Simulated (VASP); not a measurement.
# Mo (P6_3/mmc) in VASP: notebook

Runs on Mo. Level: PBE. Tasks: single point.

Everything below comes from runs of VASP 6.6.1. Logs are shortened: lines on timing, memory, paths and dates and some standing lists are left out, and cuts for length are marked.

## 1. The cell of the first run

Symmetry: P6_3/mmc, No. 194, hexagonal system. Conventional cell: a = 2.760 Å, b = 2.760 Å, c = 4.886 Å, α = 90.00°, β = 90.00°, γ = 120.00°. Mo (site symmetry -6m2) has 12 Mo at 2.76 to 2.92 Å within 3.6 Å.

## 2. Single point, PBE

Contents of INCAR:

```
SYSTEM = Mo
PREC = Accurate
ENCUT = 520
EDIFF = 1E-6
ISMEAR = -1
SIGMA = 0.1
LREAL = .False.
LASPH = .True.
NELM = 80
ALGO = Normal
ISIF = 2
LWAVE = .False.
LCHARG = .False.
GGA = PE
NBANDS = 21
```

Contents of KPOINTS:

```
Automatic mesh
0
Gamma
  7 7 4
  0 0 0
```

Contents of POSCAR:

```
Mo
1.0
    2.7597763899      0.0000000000      0.0000000000
   -1.3798881949      2.3900364624      0.0000000000
    0.0000000000      0.0000000000      4.8864518802
Mo
2
Direct
    0.3333333333      0.6666666667      0.2500000000
    0.6666666667      0.3333333333      0.7500000000
```

Potentials or basis: VASP PAW PBE potentials, release 64 (Mo_sv).

Launch:

```console
cat potpaw_PBE.64/Mo_sv/POTCAR > POTCAR
mpirun -np 1 vasp_std > vasp.out
```

OUTCAR:

```text
SYSTEM = Mo
   PREC = Accurate
   ENCUT = 520
   EDIFF = 1E-6
   ISMEAR = -1
   LREAL = .False.
   LASPH = .True.
   NELM = 80
   ISIF = 2
   GGA = PE

 ion  position               nearest neighbor table
   1  0.333  0.667  0.250-   2 2.92   2 2.92   2 2.92   2 2.92   2 2.92   2 2.92
   2  0.667  0.333  0.750-   1 2.92   1 2.92   1 2.92   1 2.92   1 2.92   1 2.92

  LATTYP: Found a hexagonal cell.
 ALAT       =     2.7597763899
 C/A-ratio  =     1.7705970303

  Lattice vectors:

 A1 = (   2.7597763899,   0.0000000000,   0.0000000000)
 A2 = (  -1.3798881949,   2.3900364624,   0.0000000000)
 A3 = (   0.0000000000,   0.0000000000,   4.8864518802)

Analysis of symmetry for initial positions (statically):
=====================================================================
 Subroutine PRICEL returns:
 Original cell was already a primitive cell.

 Routine SETGRP: Setting up the symmetry group for a
 hexagonal supercell.

 Subroutine GETGRP returns: Found 24 space group operations
 (whereof 12 operations were pure point group operations)
 out of a pool of 24 trial point group operations.

The static configuration has the point symmetry D_3d.
 The point group associated with its full space group is D_6h.

Analysis of symmetry for dynamics (positions and initial velocities):
=====================================================================
 Subroutine PRICEL returns:
 Original cell was already a primitive cell.

 Routine SETGRP: Setting up the symmetry group for a
 hexagonal supercell.

 Subroutine GETGRP returns: Found 24 space group operations
 (whereof 12 operations were pure point group operations)
 out of a pool of 24 trial point group operations.

The dynamic configuration has the point symmetry D_3d.
 The point group associated with its full space group is D_6h.

 Subroutine INISYM returns: Found 24 space group operations
 (whereof 12 operations are pure point group operations),
 and found     1 'primitive' translations

----------------------------------------------------------------------------------------

                                     Primitive cell

  volume of cell :      32.2309

  direct lattice vectors                    reciprocal lattice vectors
     2.759776390  0.000000000  0.000000000     0.362348197  0.209201829  0.000000000
    -1.379888195  2.390036462  0.000000000     0.000000000  0.418403659  0.000000000
     0.000000000  0.000000000  4.886451880     0.000000000  0.000000000  0.204647467

  length of vectors
     2.759776390  2.759776390  4.886451880     0.418403659  0.418403659  0.204647467

  position of ions in fractional coordinates (direct lattice)
     0.333333333  0.666666667  0.250000000
     0.666666667  0.333333333  0.750000000

  ion indices of the primitive-cell ions
   primitive index   ion index
                 1           1
                 2           2

----------------------------------------------------------------------------------------

 KPOINTS: Automatic mesh

Automatic generation of k-mesh.
 Grid dimensions read from file:
 generate k-points for:    7    7    4

 Generating k-lattice:

  Cartesian coordinates                     Fractional coordinates (reciprocal lattice)
     0.051764028  0.029885976  0.000000000     0.142857143  0.000000000  0.000000000
     0.000000000  0.059771951  0.000000000     0.000000000  0.142857143  0.000000000
     0.000000000  0.000000000  0.051161867     0.000000000  0.000000000  0.250000000

  Length of vectors
     0.059771951  0.059771951  0.051161867

  Shift w.r.t. Gamma in fractional coordinates (k-lattice)
     0.000000000  0.000000000  0.000000000

 Subroutine IBZKPT returns following result:
 ===========================================

 Found     24 irreducible k-points:

 Following reciprocal coordinates:
            Coordinates               Weight
  0.000000  0.000000  0.000000      1.000000
  0.142857  0.000000  0.000000      6.000000
  0.285714  0.000000  0.000000      6.000000
  0.428571 -0.000000  0.000000      6.000000
  0.142857  0.142857  0.000000      6.000000
  0.285714  0.142857  0.000000     12.000000
[... 16 lines left out ...]
  0.428571  0.142857  0.500000      6.000000
  0.285714  0.285714  0.500000      6.000000
   k-points           NKPTS =     24   k-points in BZ     NKDIM =     24   number of bands    NBANDS=     21
   number of dos      NEDOS =    301   number of ions     NIONS =      2
   total plane-waves  NPLWV =  20736
   dimension x,y,z NGX =    24 NGY =   24 NGZ =   36
   dimension x,y,z NGXF=    48 NGYF=   48 NGZF=   72
   ions per type =               2
   NGX,Y,Z   is equivalent  to a cutoff of  14.46, 14.46, 12.25 a.u.
   NGXF,Y,Z  is equivalent  to a cutoff of  28.91, 28.91, 24.50 a.u.
 SYSTEM =  Mo
   PREC   = accura    normal or accurate (medium, high low for compatibility)
   ISTART =      0    job   : 0-new  1-cont  2-samecut
   ICHARG =      2    charge: 1-file 2-atom 10-const
   ISPIN  =      1    spin polarized calculation?
   LNONCOLLINEAR =      F non collinear calculations
   LSORBIT =      F    spin-orbit coupling
   LASPH  =      T    aspherical Exc in radial PAW
   ENCUT  =  520.0 eV  38.22 Ry    6.18 a.u.   5.13  5.13  9.09*2*pi/ulx,y,z
   NELM   =     80;   NELMIN=  2; NELMDL= -5     # of ELM steps
   EDIFF  = 0.1E-05   stopping-criterion for ELM
   LREAL  =      F    real-space projection
   EDIFFG = 0.1E-04   stopping-criterion for IOM
   NSW    =      0    number of steps for IOM
   IBRION =     -1    ionic relax: 0-MD 1-quasi-New 2-CG
   NFREE  =      0    steps in history (QN), initial steepest desc. (CG)
   ISIF   =      2    stress and relaxation
   ISYM   =      2    0-nonsym 1-usesym 2-fastsym
   POTIM  = 0.5000    time-step for ionic-motion
   TEBEG  =    0.0;   TEEND  =   0.0 temperature during run
   PSTRESS=    0.0 pullay stress
   NELECT =      28.0000    total number of electrons
   NUPDOWN=      -1.0000    fix difference up-down
   EMIN   =  10.00;   EMAX   =-10.00  energy-range for DOS
   EFERMI =   0.00;   METHOD = LEGACY
   ISMEAR =    -1;   SIGMA  =   0.10  broadening in eV -4-tet -1-fermi 0-gaus
   EFERMI_NEDOS =   21; number of points for ismear=-14 and -15
   IALGO  =     38    algorithm
   IMIX   =      4    mixing-type and parameters
     AMIX     =   0.40;   BMIX     =  1.00
     AMIX_MAG =   1.60;   BMIX_MAG =  1.00
  volume/ion in A,a.u.               =      16.12       108.75
  Fermi-wavevector in a.u.,A,eV,Ry     =   1.562081  2.951905 33.199527  2.440096
  Thomas-Fermi vector in A             =   2.665052
   LORBIT       =      0    0 simple, 1 ext, 2 COOP (PROOUT), +10 PAW based schemes
   GGA     = PE    functional components
   LHFCALC =     F    Hartree Fock is set to
   AEXX    =    0.0000 exact exchange contribution
   IVDW    =     0    specifies the selected vdW correction
   LEPSILON=     F    determine dielectric tensor
   LRPA    =     F    only Hartree local field effects (RPA)
 non-spin polarized calculation
  energy-cutoff  :      520.00
  volume of cell :       32.23
 maximum number of plane-waves:       880
 NGX is ok and might be reduce to    24
   NGX = 11   NGY = 11   NGZ = 19

 number of electron      27.9999995 magnetization

 Free energy of the ion-electron system (eV)
  ---------------------------------------------------
  ext. energy  EPLUGINS =         0.00000000
  ---------------------------------------------------
  free energy    TOTEN  =       -21.01671811 eV

  energy without entropy =      -20.91281161  energy(sigma->0) =      -20.96476486

 E-fermi :  11.7505     XC(G=0): -13.1993

 val. band max:       11.7498474610   @ k =   0.4286  -0.0000   0.2500
 cond. band min:      11.7525389449   @ k =   0.2857   0.0000   0.2500
 fundamental gap:      0.0026914839
 Fermi energy:        11.7505487346

 k-point     1 :       0.0000    0.0000    0.0000
  band No.  band energies     occupation
      1     -49.0573      2.00000
      2     -48.9004      2.00000
      3     -23.6068      2.00000
      4     -22.5577      2.00000
      5     -22.4186      2.00000
      6     -22.4186      2.00000
[... 13 lines left out ...]
     20      15.1550      0.00000
     21      21.4558      0.00000

 k-point     2 :       0.1429    0.0000    0.0000
  band No.  band energies     occupation
      1     -49.0138      2.00000
      2     -48.8703      2.00000
      3     -23.5267      2.00000
      4     -22.6619      2.00000
      5     -22.5692      2.00000
      6     -22.5570      2.00000
[... 13 lines left out ...]
     20      17.1998      0.00000
     21      21.3086      0.00000

 k-point     3 :       0.2857    0.0000    0.0000
  band No.  band energies     occupation
      1     -48.9116      2.00000
      2     -48.8052      2.00000
      3     -23.3235      2.00000
      4     -23.1967      2.00000
      5     -23.0752      2.00000
      6     -22.6259      2.00000
[... 13 lines left out ...]
     20      20.0827      0.00000
     21      20.8982      0.00000

 k-point     4 :       0.4286   -0.0000    0.0000
  band No.  band energies     occupation
      1     -48.8207      2.00000
      2     -48.7599      2.00000
      3     -23.6121      2.00000
      4     -23.4674      2.00000
      5     -23.1071      2.00000
      6     -22.7340      2.00000
[... 13 lines left out ...]
     20      20.1740      0.00000
     21      22.2165      0.00000

 k-point     5 :       0.1429    0.1429    0.0000
  band No.  band energies     occupation
      1     -48.9408      2.00000
      2     -48.8228      2.00000
      3     -23.3845      2.00000
      4     -22.9806      2.00000
      5     -22.9505      2.00000
      6     -22.5991      2.00000
[... 13 lines left out ...]
     20      19.5021      0.00000
     21      21.0681      0.00000
[... 382 lines left out ...]
     20      14.9680      0.00000
     21      26.0298      0.00000

 k-point    22 :       0.2857    0.1429    0.5000
  band No.  band energies     occupation
      1     -48.8057      2.00000
      2     -48.8057      2.00000
      3     -23.4520      2.00000
      4     -23.4520      2.00000
      5     -22.8612      2.00000
      6     -22.8612      2.00000
[... 13 lines left out ...]
     20      16.7523      0.00000
     21      25.0543      0.00000

 k-point    23 :       0.4286    0.1429    0.5000
  band No.  band energies     occupation
      1     -48.7714      2.00000
      2     -48.7714      2.00000
      3     -23.6051      2.00000
      4     -23.6051      2.00000
      5     -22.8943      2.00000
      6     -22.8943      2.00000
[... 13 lines left out ...]
     20      18.5902      0.00000
     21      23.2602      0.00000

 k-point    24 :       0.2857    0.2857    0.5000
  band No.  band energies     occupation
      1     -48.7630      2.00000
      2     -48.7630      2.00000
      3     -23.4514      2.00000
      4     -23.4514      2.00000
      5     -23.1033      2.00000
      6     -23.1033      2.00000
[... 13 lines left out ...]
     20      20.0039      0.00000
     21      23.8386      0.00000

------------------------ aborting loop because EDIFF is reached ----------------------------------------

  FORCE on cell =-STRESS in cart. coord.  units (eV):
  Direction    XX          YY          ZZ          XY          YZ          ZX
  --------------------------------------------------------------------------------------
  -------------------------------------------------------------------------------------
  Total        0.1986736      0.1986736      0.4033878      0.0000000      0.0000000      0.0000000
  in kB        9.8759443      9.8759443     20.0521665      0.0000000      0.0000000      0.0000000
  external PRESSURE =      13.2680184 kB  Pullay stress =       0.0000000 kB

 VOLUME and BASIS-vectors are now :
 -----------------------------------------------------------------------------
  energy-cutoff  :      520.00
  volume of cell :       32.23
      direct lattice vectors                 reciprocal lattice vectors
     2.759776390  0.000000000  0.000000000     0.362348197  0.209201829  0.000000000
    -1.379888195  2.390036462  0.000000000     0.000000000  0.418403659  0.000000000
     0.000000000  0.000000000  4.886451880     0.000000000  0.000000000  0.204647467

 POSITION                                       TOTAL-FORCE (eV/Angst)
 -----------------------------------------------------------------------------------
     -0.00000      1.59336      1.22161         0.000000      0.000000      0.000000
      1.37989      0.79668      3.66484        -0.000000      0.000000      0.000000
 -----------------------------------------------------------------------------------
    total drift:                               -0.000000      0.000000     -0.000000

  FREE ENERGIE OF THE ION-ELECTRON SYSTEM (eV)
  ---------------------------------------------------
  free  energy   TOTEN  =       -21.0167181127 eV

  energy  without entropy=      -20.9128116081  energy(sigma->0) =      -20.96476486
```

It took 5.5 s on 1 thread of Intel Xeon 6975P-C (Granite Rapids), shared host; peak memory 0.15 GiB.

Results:

| Property | Result |
| --- | --- |
| Free energy | -21.0167 eV |
| Pressure | 1.3 GPa |
| Band gap on the k mesh | zero (band 14 reaches 13.05 eV, above the bottom of band 15 at 11.19 eV) |

Caveat: the k points lie up to 0.38 Å⁻¹ apart.

(Continued in part 2 of 2.)
